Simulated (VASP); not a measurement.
Write the native input for VASP 6.6.1 that does the following.

* Task: electric field gradients
* Functional: PBE
* Potentials or basis: VASP PAW PBE potentials, release 64 (In_d, Sb)
* Cutoff: 520 eV
* k mesh: 6 × 6 × 11
* Occupations: fermi-dirac, width 0.08 eV
* Spin: no spin polarisation
* Dipole correction: no
* Further INCAR settings: ALGO = Normal; EDIFF = 1e-08; NBANDS = 26

The structure of InSb lies in POSCAR:

```
InSb
1.0
    5.3034300000      0.0000000000      0.0000000000
    0.0000000000      5.6548800000      0.0000000000
    0.0000000000      0.0000000000      3.0630000000
In Sb
2 2
Direct
    0.0000000000      0.0000000000      0.0000000000
    0.5000000000      0.5000000000      0.0000000000
    0.5000000000      0.0000000000      0.8350000000
    0.0000000000      0.5000000000      0.1650000000
```

This cell differs from its parent crystal: equal xx and yy strain of -1 %.

These files were run (other wordings do the same):

INCAR

```
SYSTEM = InSb
PREC = Accurate
ENCUT = 520
EDIFF = 1E-8
ISMEAR = -1
SIGMA = 0.08
LREAL = .FALSE.
LASPH = .TRUE.
NELM = 80
ALGO = Normal
ISIF = 2
LWAVE = .FALSE.
LCHARG = .FALSE.
GGA = PE
LEFG = .TRUE.
NBANDS = 26
```

KPOINTS

```
regular mesh
0
G
  6 6 11
  0 0 0
```

Potentials or basis: VASP PAW PBE potentials, release 64 (In_d, Sb).

Command:

```sh
$ cat potpaw_PBE.64/In_d/POTCAR potpaw_PBE.64/Sb/POTCAR > POTCAR
$ mpirun -np 1 vasp_std > vasp.out
```

It gave:

The pressure is 20.7 GPa, the largest force is 0.873 eV/Å and the band gap on the k mesh is zero (bands 18 and 19 overlap by 3.55 eV). The largest electric field gradient by atom is In -87.9; Sb +158.3 V/Å².

Caveat: the cell differs from its parent crystal (equal xx and yy strain of -1 %); the cell stands under pressure; without QUAD_EFG the Cq values of the log hold for a quadrupole moment of 1 mb, not for the nuclei; spin-orbit coupling is left out, which moves the levels of the heavy elements.

It took 110 s on 1 thread of Intel(R) Xeon(R) Platinum 8488C (Sapphire Rapids), with other jobs on the host, peak memory 0.33 GiB.
